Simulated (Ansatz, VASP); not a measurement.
## One calculation of As, two programs

File INCAR:

```
SYSTEM = As
ALGO = Normal ; EDIFF = 1E-6
ENCUT = 520 ; GGA = PS
ISIF = 2 ; ISMEAR = -1
LASPH = .TRUE. ; LCHARG = .FALSE.
LREAL = .FALSE. ; LWAVE = .FALSE.
NBANDS = 18 ; NELM = 60
PREC = Accurate ; SIGMA = 0.05
```

KPOINTS

```
k-points
0
G
  8 8 6
  0 0 0
```

POSCAR

```
As
1.0
    1.8250000000     -5.5000000000      0.0000000000
    1.8250000000      5.5000000000      0.0000000000
    0.0000000000      0.0000000000      4.3806000000
As
4
Direct
    0.3900000000      0.6100000000      0.5600000000
    0.8900000000      0.1100000000      0.9400000000
    0.6100000000      0.3900000000      0.4400000000
    0.1100000000      0.8900000000      0.0600000000
```

input.yaml

```yaml
crystal:
  lattice:
    - [1.825, -5.5, 0.0]
    - [1.825, 5.5, 0.0]
    - [0.0, 0.0, 4.3806]
  atoms:
    - { symbol: As, position: [0.39, 0.61, 0.56] }
    - { symbol: As, position: [0.89, 0.11, 0.94] }
    - { symbol: As, position: [0.61, 0.39, 0.44] }
    - { symbol: As, position: [0.11, 0.89, 0.06] }
kpoints:
  mp_grid: { grid: [8, 8, 6] }
  band_path:
    path:
      - [0.0, 0.0, 0.0]
      - [0.2775258264, 0.2775258264, 0.0]
      - [0.0, 0.5, 0.0]
      - [0.0, 0.5, 0.5]
      - [0.2775258264, 0.2775258264, 0.5]
      - [0.0, 0.0, 0.5]
      - [0.0, 0.0, 0.0]
      - [-0.5, 0.5, 0.0]
    npoints: 8
scf:
  occupations: { method: fermi_dirac, width: 0.05 }
hamiltonian:
  xc: pbesol
  pseudopotentials: { kind: all_electron, lapw: { basis_error: 0.002 } }
output:
  forces: true
  stress: true
  eigenvalues: true
```

Change from the starting cell: strain_z = -0.02.

Alike in both runs: functional PBEsol; k mesh 8 × 8 × 6; occupations fermi-dirac, width 0.05 eV; no spin polarisation.

|  | VASP | Ansatz |
| --- | --- | --- |
| version | VASP 6.6.1 | Ansatz 0.2.0 |
| potentials or method | VASP PAW PBE potentials, release 64 (As), cutoff 520 eV | all-electron LAPW, scalar-relativistic |
| task | single point | band structure |

|  | VASP | Ansatz | Ansatz less VASP |
| --- | --- | --- | --- |
| gap on the k mesh at the Fermi level (eV) | none | none | - |
| pressure (GPa) | 1.5 | 1.1 | -0.45 |
| traceless stress, the component that is largest in VASP (GPa) | 0.97 | 0.99 | +0.013 |
| rms of the force components (eV/Å) | 0.151 | 0.103 | -0.0485 |

VASP's potentials were made for PBE, not for PBEsol. Atom by atom the forces differ by 0.049 eV/Å (rms over components). A gap of «none» marks a metal or a gap that the smearing closes. Ansatz ran all-electron here, and VASP with PAW potentials.
